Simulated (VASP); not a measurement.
The system is W.

```
CELL_PARAMETERS angstrom
0.00000 1.98856 1.98856
1.98856 0.00000 1.98856
1.98856 1.98856 0.00000
ATOMIC_POSITIONS crystal
W 0.00000 0.00000 0.00000
```

This cell differs from its parent crystal: volume scaled by 0.94.

Base run:

| Property | Result |
| --- | --- |
| Program | VASP 6.6.1 |
| Functional | PBEsol |
| Potentials or basis | VASP PAW PBE potentials, release 64 (W_sv) |
| Cutoff | 520 eV |
| k mesh | 11 × 11 × 11 |
| Occupations | fermi-dirac, width 0.05 eV |
| Spin | no spin polarisation |

Its results: band gap on the k mesh zero (band 7 reaches 13.82 eV, above the bottom of band 8 at 10.29 eV); pressure 6.2 GPa.

Task: The run is repeated on the same cell with these changes: functional from PBEsol to PBE. What comes out?

Result: Band gap on the k mesh zero (band 7 reaches 13.98 eV, above the bottom of band 8 at 10.47 eV); pressure 15.0 GPa.

PBE binds less tightly than PBEsol, so the same cell stands under more pressure.

Caveats: spin-orbit coupling is left out, which moves the levels of the heavy elements; the PAW data sets were made with another functional, which shifts forces and pressure a little (some runs).
